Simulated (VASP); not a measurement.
Here is a VASP 6.6.1 calculation.

File INCAR:

```
  PREC = Accurate
  ENCUT = 820
  EDIFF = 1E-6
  ISMEAR = 0
  SIGMA = 0.1
  LREAL = F
  LASPH = T
  NELM = 120
  ALGO = Normal
  ISIF = 2
  LWAVE = F
  LCHARG = T
  GGA = PS
  LELF = T
  LVHAR = T
  NBANDS = 33
  GGA_COMPAT = F
```

File KPOINTS:

```
Automatic mesh
0
Gamma
  8 8 6
  0.5 0.5 0.5
```

Contents of POSCAR:

```
CuO
1.0
    1.9909680000     -2.1535500000      0.0000000000
    1.9909680000      2.1535500000      0.0000000000
    0.0000000000      0.0000000000      5.1559280000
Cu O
2 2
Direct
    0.0000000000      0.5000000000      0.0000000000
    0.5000000000      0.0000000000      0.5000000000
    0.5000000000      0.5000000000      0.2500000000
    0.5000000000      0.5000000000      0.7500000000
```

Potentials or basis: VASP PAW PBE potentials, release 64 (Cu_sv_GW, O).

The run is started by

```sh
$ cat potpaw_PBE.64/Cu_sv_GW/POTCAR potpaw_PBE.64/O/POTCAR > POTCAR
$ mpirun -np 1 vasp_std > vasp.out
```

Question: What does it give for the band gap on the k mesh?

Answer: Zero (bands 25 and 26 overlap by 0.80 eV).

Question: Predict the pressure.

Answer: -6.8 GPa.

Stress tensor (GPa, compression positive):
```
-5.21  0.00  0.00
 0.00 -6.81  0.00
 0.00  0.00 -8.43
```

Caveat: the cell stands under tension; the PAW data sets were made with another functional, which shifts forces and pressure a little; semilocal functionals often make such compounds metallic where correlation or magnetic order opens a gap, which also shifts bond lengths. With open d or f shells a metallic result of PBEsol can be an artefact of self-interaction; +U or a hybrid may open a gap.
